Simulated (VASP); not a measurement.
Write the native input for VASP 6.6.1 that does the following.

| Item | Value |
| --- | --- |
| Task | single point |
| Functional | LDA |
| Potentials or basis | VASP PAW LDA potentials, release 64 (C) |
| Cutoff | 520 eV |
| k mesh | 12 × 12 × 12 |
| Occupations | gaussian, width 0.05 eV |
| Spin | no spin polarisation |
| Dipole correction | no |
| Further INCAR settings | ALGO = Normal; EDIFF = 1e-06; NBANDS = 11 |

The structure of C lies in POSCAR:

```
C
1.0
    1.1973256878      0.6912763082      3.3470108394
   -1.1973256878      0.6912763082      3.3470108394
    0.0000000000     -1.3825526163      3.3470108394
C
2
Direct
    0.1640000000      0.1640000000      0.1640000000
    0.8360000000      0.8360000000      0.8360000000
```

This cell differs from its parent crystal: strain -0.025 along x and y, +0.000 along z.

The input as run:

INCAR

```
ALGO = Normal
EDIFF = 1E-6
ENCUT = 520
ISIF = 2
ISMEAR = 0
LASPH = True
LCHARG = False
LREAL = False
LWAVE = False
NBANDS = 11
NELM = 80
PREC = Accurate
SIGMA = 0.05
```

KPOINTS

```
k-points
0
Gamma
  12 12 12
```

Potentials or basis: VASP PAW LDA potentials, release 64 (C).

The run is started by

```console
$ cat potpaw_LDA.64/C/POTCAR > POTCAR
$ mpirun -np 1 vasp_std > vasp.out
```

It gave:

The pressure is 20.1 GPa. The largest force is 0.875 eV/Å and the band gap on the k mesh is 0.75 eV, direct.

Caveat: the cell differs from its parent crystal (strain -0.025 along x and y, +0.000 along z).

Wall time 34 s on 1 thread of Intel Xeon 6975P-C, on a shared host, peak memory 0.15 GiB.
